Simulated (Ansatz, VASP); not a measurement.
## One calculation of Ge, two programs

```
Ge
1.0
     2.91573    0.00000    0.00000
    -1.45787    2.52510    0.00000
     0.00000    0.00000    4.95121
Ge
2
Direct
  0.33333 0.66667 0.25000
  0.66667 0.33333 0.75000
```

Alike in both runs: task single point; functional PBE; dispersion D4; k mesh 15 × 15 × 8; occupations fermi-dirac, width 0.05 eV; no spin polarisation.

|  | VASP | Ansatz |
| --- | --- | --- |
| version | VASP 6.6.1 | Ansatz 0.2.0 |
| potentials or method | VASP PAW PBE potentials, release 64 (Ge_d), cutoff 520 eV | all-electron LAPW, scalar-relativistic |

```csv
,VASP,Ansatz,Ansatz less VASP
gap on the k mesh at the Fermi level (eV),none,none,-
pressure (GPa),1.3,1.3,0.00
"traceless stress, the component that is largest in VASP (GPa)",-0.27,-0.26,+0.009
```

A gap of «none» marks a metal or a gap that the smearing closes. Ansatz ran all-electron here, and VASP with PAW potentials.
